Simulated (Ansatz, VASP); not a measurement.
**Ti: VASP beside Ansatz**

Contents of POSCAR:

```
Ti
1.0
   -1.5999750000      1.5999750000      1.5999750000
    1.5999750000     -1.5999750000      1.5999750000
    1.5999750000      1.5999750000     -1.5999750000
Ti
1
Direct
    0.0000000000      0.0000000000      0.0000000000
```

File INCAR.step1:

```
SYSTEM = Ti
  PREC = Accurate
  ENCUT = 520
  ISMEAR = 0
  SIGMA = 0.15
  LREAL = .FALSE.
  LASPH = .TRUE.
  NELM = 100
  NBANDS = 12
  GGA = PE
  ALGO = Normal
  EDIFF = 1E-4
  LWAVE = .TRUE.
  LCHARG = .FALSE.
```

Contents of INCAR.step2:

```
SYSTEM = Ti
  PREC = Accurate
  ENCUT = 520
  EDIFF = 1E-6
  ISMEAR = 0
  SIGMA = 0.15
  LREAL = .FALSE.
  LASPH = .TRUE.
  NELM = 100
  ALGO = Normal
  ISIF = 2
  LWAVE = .FALSE.
  LCHARG = .TRUE.
  METAGGA = R2SCAN
  LMIXTAU = .TRUE.
  LELF = .TRUE.
  LVHAR = .TRUE.
  NBANDS = 12
  ISTART = 1
```

The input KPOINTS:

```
Automatic mesh
0
G
  20 20 20
  0 0 0
```

Input for Ansatz:

```yaml
crystal:
  lattice:
    - [-1.599975, 1.599975, 1.599975]
    - [1.599975, -1.599975, 1.599975]
    - [1.599975, 1.599975, -1.599975]
  atoms:
    - { symbol: Ti, position: [0.0, 0.0, 0.0] }
basis:
  ecutwfc: 500
kpoints:
  mp_grid: { grid: [20, 20, 20] }
hamiltonian:
  xc: r2scan
scf:
  occupations: { method: gaussian, width: 0.15 }
output:
  forces: true
  stress: true
  eigenvalues: true
```

Change from the starting cell: strain -0.025 along x and y, -0.025 along z, atoms carried along.

Alike in both runs: task single point; functional r2SCAN; k mesh 20 × 20 × 20; occupations gaussian, width 0.15 eV; no spin polarisation.

```csv
,VASP,Ansatz
version,VASP 6.6.1,Ansatz 0.2.0
potentials or method,"VASP PAW PBE potentials, release 64 (Ti_sv), cutoff 520 eV","scalar-relativistic, plane waves, PAW"
valence electrons in the cell,12,12
```

Ansatz gave:

```
gap on the k mesh at the Fermi level (eV) : none
pressure (GPa)                            : 5.9
```

Q: Estimate VASP's values.

A: gap on the k mesh at the Fermi level (eV): none; pressure (GPa): 6.3.

VASP's potentials were made for PBE, not for r2SCAN. A gap of «none» marks a metal or a gap that the smearing closes.
